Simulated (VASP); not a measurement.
Cu:

```
CELL_PARAMETERS angstrom
0.00000 1.80000 1.80000
1.80000 0.00000 1.80000
1.80000 1.80000 0.00000
ATOMIC_POSITIONS crystal
Cu 0.00000 0.00000 0.00000
```

```yaml
Program: VASP 6.6.1
Task: relaxation of cell and atoms
Functional: LDA
Potentials_or_basis: VASP PAW LDA potentials, release 64 (Cu)
Cutoff: 600 eV
k_mesh: 12 × 12 × 12
Occupations: gaussian, width 0.1 eV
Spin: no spin polarisation
```

At the start: pressure -10.2 GPa; volume 11.66 Å³/atom.

Where does the relaxation end?

Over 6 steps the energy falls by 24.9 meV/atom and the volume is 10.93 Å³/atom (-6.3 %); space group Fm-3m (No. 225, to 0.05 Å).

Step by step:
```
step  energy change (eV)  largest force (eV/Å)  pressure (GPa)  volume (Å³)
   1              0.0000                0.0000          -10.19        11.66
   2             -0.0117                0.0000            9.22        10.46
   3             -0.0249                0.0000           -0.05        10.94
   4             -0.0249                0.0000            0.17        10.92
   5             -0.0249                0.0000           -0.06        10.94
   6             -0.0249                0.0000           -0.02        10.93
```

Final structure:
```
Cu
1.0
     0.00000    1.76160    1.76160
     1.76160    0.00000    1.76160
     1.76160    1.76160    0.00000
Cu
1
Direct
  0.00000 0.00000 0.00000
```
